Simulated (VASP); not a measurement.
A run of VASP 6.6.1:

Contents of INCAR:

```
  PREC = Accurate
  ENCUT = 600
  EDIFF = 1E-6
  ISMEAR = -1
  SIGMA = 0.02
  LREAL = False
  LASPH = True
  NELM = 120
  ALGO = Normal
  ISIF = 2
  LWAVE = False
  LCHARG = False
  GGA = PE
  NBANDS = 11
  GGA_COMPAT = False
```

File KPOINTS:

```
Automatic mesh
0
Gamma
  8 8 8
```

POSCAR

```
Mg2Si
1.0
    0.0151805005      3.1682988713      3.1682988713
    3.1682988713      0.0151805005      3.1682988713
    3.1682988713      3.1682988713      0.0151805005
Si Mg
1 2
Direct
    0.0000000000      0.0000000000      0.0000000000
    0.2498228457      0.2498228457      0.2498228457
    0.7501771543      0.7501771543      0.7501771543
```

Potentials or basis: VASP PAW PBE potentials, release 64 (Si, Mg).

Run with:

```sh
$ cat potpaw_PBE.64/Si/POTCAR potpaw_PBE.64/Mg/POTCAR > POTCAR
$ mpirun -np 1 vasp_std > vasp.out
```

Hardware: 1 thread of Intel Xeon 8259CL, on a shared host.

Task: How long does it take, and how much memory?

Result: Run time: 78 s on 1 thread of Intel Xeon 8259CL, with other jobs on the host, peak memory 0.24 GiB. Counts: scf iterations 12, k points 65.
